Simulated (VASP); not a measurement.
The system is Tl.

```
Tl
1.0
     3.40140    0.00000    0.00000
    -1.70070    2.94570    0.00000
     0.00000    0.00000    5.44300
Tl
2
Direct
  0.33333 0.66667 0.25000
  0.66667 0.33333 0.75000
```

Base run:

* Program: VASP 6.6.1
* Functional: LDA
* Potentials or basis: VASP PAW LDA potentials, release 64 (Tl_d)
* Cutoff: 520 eV
* k mesh: 11 × 11 × 6
* Occupations: methfessel-paxton, width 0.1 eV
* Spin: no spin polarisation

Its results: band gap on the k mesh zero (bands 13 and 14 overlap by 5.97 eV); pressure 0.0 GPa.

Question: The run is repeated on the same cell with these changes: occupations from methfessel-paxton, width 0.1 eV to fermi-dirac, width 0.6 eV. What comes out?

Answer: Band gap on the k mesh zero (bands 13 and 14 overlap by 5.97 eV); pressure 1.6 GPa.

Caveats: spin-orbit coupling is left out, which moves the levels of the heavy elements; so wide a smearing shifts energies and pressures (at least some runs).
